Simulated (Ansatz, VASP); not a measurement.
## One calculation of Ta, two programs

Contents of INCAR:

```
  PREC = Accurate
  ENCUT = 520
  EDIFF = 1E-8
  ISMEAR = -1
  SIGMA = 0.03
  LREAL = False
  LASPH = True
  NELM = 60
  ALGO = Normal
  ISIF = 2
  LWAVE = False
  LCHARG = False
  GGA = PE
  LEFG = True
  NBANDS = 18
```

Contents of KPOINTS:

```
regular mesh
0
Gamma
  13 13 7
```

The input POSCAR:

```
Ta
1.0
    2.9185534006      0.0000000000      0.0000000000
   -1.4592767003      2.5275413872      0.0000000000
    0.0000000000      0.0000000000      5.0795887253
Ta
2
Direct
    0.3333333333      0.6666666667      0.2500000000
    0.6666666667      0.3333333333      0.7500000000
```

Input for Ansatz:

```yaml
crystal:
  lattice:
    - [2.9185534006, 0.0, 0.0]
    - [-1.4592767003, 2.5275413872, 0.0]
    - [0.0, 0.0, 5.0795887253]
  atoms:
    - { symbol: Ta, position: [0.3333333333, 0.6666666667, 0.25] }
    - { symbol: Ta, position: [0.6666666667, 0.3333333333, 0.75] }
kpoints:
  mp_grid: { grid: [13, 13, 7] }
scf:
  occupations: { method: fermi_dirac, width: 0.03 }
hamiltonian:
  xc: pbe
  pseudopotentials: { kind: paw }
output:
  forces: true
  stress: true
  eigenvalues: true
  efg: { contact_densities: true }
```

Change from the starting cell: z stretched by -1 % at fixed volume, PAW files.

Alike in both runs: task electric field gradients; functional PBE; k mesh 13 × 13 × 7; occupations fermi-dirac, width 0.03 eV; no spin polarisation.

|  | VASP | Ansatz |
| --- | --- | --- |
| version | VASP 6.6.1 | Ansatz 0.2.0 |
| potentials or method | VASP PAW PBE potentials, release 64 (Ta_pv) | PAW with Ansatz's default frozen-core files, scalar-relativistic |
| plane-wave cutoff (eV) | 520 | 420 |
| valence electrons in the cell | 22 | 26 |

Ansatz gave:

| Property | Result |
| --- | --- |
| pressure (GPa) | -0.1 |
| traceless stress, the component that is largest in VASP (GPa) | 1.87 |
| size of Vzz on the site where it differs most (V/Å²) | 23.9 |

Which values does VASP return?

Pressure (GPa): 0.0; traceless stress, the component that is largest in VASP (GPa): 1.88; size of Vzz on the site where it differs most (V/Å²): 30.1.

VASP's potentials hold 22 valence electrons a cell and Ansatz's 26, so a difference there can come from the potentials and not from the codes.

Spin-orbit coupling is off throughout.
